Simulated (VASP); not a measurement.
Set up this calculation in VASP 6.6.1, as the native input.

| Item | Value |
| --- | --- |
| Task | relaxation of cell and atoms |
| Functional | r2SCAN |
| Potentials or basis | VASP PAW PBE potentials, release 64 (Ga_d, N) |
| Cutoff | 600 eV |
| k mesh | 8 × 8 × 4 |
| Occupations | gaussian, width 0.01 eV |
| Spin | no spin polarisation |
| Target pressure | 1 GPa |
| Dipole correction | no |
| Further INCAR settings | ALGO = Normal; EDIFF = 1e-06; IBRION = 2; EDIFFG = -0.002; NSW = 100; ISIF = 3 |

The system is GaN.

```
Ga N
1.0
     3.18310    0.00000    0.00000
    -1.59155    2.75665    0.00000
     0.00000    0.00000    5.18360
Ga N
2 2
Direct
  0.33333 0.66667 0.99911
  0.66667 0.33333 0.49911
  0.33333 0.66667 0.37589
  0.66667 0.33333 0.87589
```

The input as run:

POSCAR

```
GaN
1.0
    3.1831029069      0.0000000000      0.0000000000
   -1.5915514534      2.7566479802      0.0000000000
    0.0000000000      0.0000000000      5.1835997698
Ga N
2 2
Direct
    0.3333333333      0.6666666667     -0.0008900733
    0.6666666667      0.3333333333      0.4991099267
    0.3333333333      0.6666666667      0.3758900733
    0.6666666667      0.3333333333      0.8758900733
```

INCAR.step1

```
  PREC = Accurate
  ENCUT = 600
  ISMEAR = 0
  SIGMA = 0.01
  LREAL = False
  LASPH = True
  NELM = 60
  GGA = PE
  ALGO = Normal
  EDIFF = 1E-4
  LWAVE = True
  LCHARG = False
```

INCAR.step2

```
  PREC = Accurate
  ENCUT = 600
  EDIFF = 1E-6
  ISMEAR = 0
  SIGMA = 0.01
  LREAL = False
  LASPH = True
  NELM = 60
  ALGO = Normal
  ISIF = 3
  LWAVE = False
  LCHARG = False
  METAGGA = R2SCAN
  LMIXTAU = True
  IBRION = 2
  NSW = 100
  EDIFFG = -0.002
  PSTRESS = 10.0
  ISTART = 1
```

KPOINTS

```
Automatic mesh
0
Gamma
  8 8 4
```

Potentials or basis: VASP PAW PBE potentials, release 64 (Ga_d, N).

The run is started by

```console
$ cat potpaw_PBE.64/Ga_d/POTCAR potpaw_PBE.64/N/POTCAR > POTCAR
$ cp INCAR.step1 INCAR
$ mpirun -np 1 vasp_std > vasp.out
$ cp INCAR.step2 INCAR
$ mpirun -np 1 vasp_std > vasp.out
```

Results of the run:

- Relaxed volume: 11.38 Å³/atom
- Relaxed cell: a = 3.184 Å, b = 3.184 Å, c = 5.186 Å, α = 90.00°, β = 90.00°, γ = 120.00°
- Space group after relaxing (to 0.05 Å): P6_3mc (No. 186)
- Energy change on relaxing (the enthalpy is what falls): -0.1 meV/atom
- Ionic steps: 6
- Pressure after relaxing: 1.0 GPa
- Band gap on the k mesh: 2.34 eV, direct

Caveat: the cell is relaxed towards a set pressure, so the enthalpy falls and the energy may rise; the PAW data sets were made with another functional, which shifts forces and pressure a little.

Run time: 3.4 min on 1 thread of Intel(R) Xeon(R) 6975P-C (Granite Rapids), with other jobs on the host, peak memory 0.21 GiB.
